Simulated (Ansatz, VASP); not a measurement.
**One calculation of InAs, two programs**

```xyz
2
Lattice="0.0000 3.0536 3.0536 3.0536 0.0000 3.0536 3.0536 3.0536 0.0000" Properties=species:S:1:pos:R:3 pbc="T T T"
In    1.5268    1.5268    1.5268
As    0.0000    0.0000    0.0000
```

Alike in both runs: task relaxation of cell and atoms; functional r2SCAN; k mesh 10 × 10 × 10; occupations gaussian, width 0.01 eV; no spin polarisation.

|  | VASP | Ansatz |
| --- | --- | --- |
| version | VASP 6.6.1 | Ansatz 0.2.0 |
| potentials or method | VASP PAW PBE potentials, release 64 (In_d, As), cutoff 600 eV | scalar-relativistic, plane waves, PAW |
| valence electrons in the cell | 18 | 28 |

```tsv
	VASP	Ansatz	Ansatz less VASP
gap on the k mesh at the Fermi level, each at its own relaxed structure (eV)	0.08	0.08	+0.002
relaxed volume (Å³/atom)	28.50	28.49	-0.013
relaxed cell length with the largest relative difference (Å)	4.320	4.319	-0.0006
```

VASP's potentials were made for PBE, not for r2SCAN. VASP's potentials hold 18 valence electrons a cell and Ansatz's 28, so a difference there can come from the potentials and not from the codes.
